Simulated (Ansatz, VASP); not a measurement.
**WS2 in VASP and in Ansatz**

INCAR

```
SYSTEM = WS2
PREC     = Accurate       ! precision mode
ENCUT    = 520            ! plane-wave cutoff, eV
EDIFF    = 1E-6           ! SCF threshold, eV
ISMEAR   = 0              ! smearing method
SIGMA    = 0.018000000000000002 ! smearing width, eV
LREAL    = .False.        ! projectors in reciprocal space
LASPH    = .True.         ! aspherical terms in the spheres
NELM     = 80             ! most SCF steps
ALGO     = Normal         ! electronic algorithm
ISIF     = 2              ! what is computed and relaxed
LWAVE    = .False.        ! write WAVECAR
LCHARG   = .True.         ! write CHGCAR
GGA      = PE             ! functional
LELF     = .True.         ! ELF
LVHAR    = .True.       
NBANDS   = 20             ! bands
```

The input KPOINTS:

```
Automatic mesh
0
Gamma
  10 10 2
  0 0 0
```

The input POSCAR:

```
WS2
1.0
    3.1835163552      0.0000000000      0.0000000000
   -1.5917581776      2.7570060369      0.0000000000
    0.0000000000      0.0000000000     16.9505778900
W S
1 2
Direct
    0.0000000000      0.0000000000      0.0000000000
    0.3333333333      0.6666666667      0.0920005100
    0.3333333333      0.6666666667      0.9079994900
```

input.yaml

```yaml
crystal:
  lattice:
    - [3.1835163552, 0.0, 0.0]
    - [-1.5917581776, 2.7570060369, 0.0]
    - [0.0, 0.0, 16.95057789]
  atoms:
    - { symbol: W, position: [0.0, 0.0, 0.0] }
    - { symbol: S, position: [0.3333333333, 0.6666666667, 0.09200051] }
    - { symbol: S, position: [0.3333333333, 0.6666666667, 0.90799949] }
hamiltonian:
  xc: pbe
  pseudopotentials: { kind: paw }
kpoints:
  mp_grid: { grid: [10, 10, 2] }
scf:
  occupations: { method: gaussian, width: 0.018 }
output:
  forces: true
  stress: true
  eigenvalues: true
```

Alike in both runs: task single point; functional PBE; k mesh 10 × 10 × 2; occupations gaussian, width 0.018 eV; no spin polarisation.

|  | VASP | Ansatz |
| --- | --- | --- |
| version | VASP 6.6.1 | Ansatz 0.2.0 |
| potentials or method | VASP PAW PBE potentials, release 64 (W_sv, S) | Ansatz PAW |
| plane-wave cutoff (eV) | 520 | 420 |
| valence electrons in the cell | 26 | 26 |

|  | VASP | Ansatz | Ansatz less VASP |
| --- | --- | --- | --- |
| gap on the k mesh at the Fermi level (eV) | 2.00 | 1.99 | -0.013 |
| least direct gap on the mesh (eV) | 2.16 | 2.15 | -0.003 |
| rms of the force components (eV/Å) | 0.124 | 0.122 | -0.0018 |

Atom by atom the forces differ by 0.002 eV/Å (rms over components). The functional is the same, so the differences come from potentials, cutoffs and numerics.

Spin-orbit coupling is off throughout.
